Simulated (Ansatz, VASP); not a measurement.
Sn: VASP beside Ansatz

Contents of INCAR:

```
  PREC = Accurate
  ENCUT = 520
  EDIFF = 1E-6
  ISMEAR = 0
  SIGMA = 0.018000000000000002
  LREAL = False
  LASPH = True
  NELM = 60
  ALGO = Normal
  ISIF = 2
  LWAVE = False
  LCHARG = False
  GGA = PE
  NBANDS = 13
```

KPOINTS

```
Automatic mesh
0
Gamma
  10 10 10
```

The input POSCAR:

```
Sn
1.0
   -2.0291894110      2.0291894110      1.6607599896
    2.0291894110     -2.0291894110      1.6607599896
    2.0291894110      2.0291894110     -1.6607599896
Sn
1
Direct
    0.0000000000      0.0000000000      0.0000000000
```

Contents of input.yaml:

```yaml
crystal:
  lattice:
    - [-2.029189411, 2.029189411, 1.6607599896]
    - [2.029189411, -2.029189411, 1.6607599896]
    - [2.029189411, 2.029189411, -1.6607599896]
  atoms:
    - { symbol: Sn, position: [0.0, 0.0, 0.0] }
hamiltonian:
  xc: pbe
  pseudopotentials: { kind: paw }
kpoints:
  mp_grid: { grid: [10, 10, 10] }
scf:
  occupations: { method: gaussian, width: 0.018 }
output:
  forces: true
  stress: true
  eigenvalues: true
```

Alike in both runs: task single point; functional PBE; k mesh 10 × 10 × 10; occupations gaussian, width 0.018 eV; no spin polarisation.

```csv
,VASP,Ansatz
version,VASP 6.6.1,Ansatz 0.2.0
potentials or method,"VASP PAW PBE potentials, release 64 (Sn_d)",Ansatz PAW
plane-wave cutoff (eV),520,420
valence electrons in the cell,14,14
```

```tsv
	VASP	Ansatz	Ansatz less VASP
gap on the k mesh at the Fermi level (eV)	none	none	-
pressure (GPa)	0.8	0.8	+0.05
traceless stress, the component that is largest in VASP (GPa)	0.99	0.99	+0.005
```

A gap of «none» marks a metal or a gap that the smearing closes.
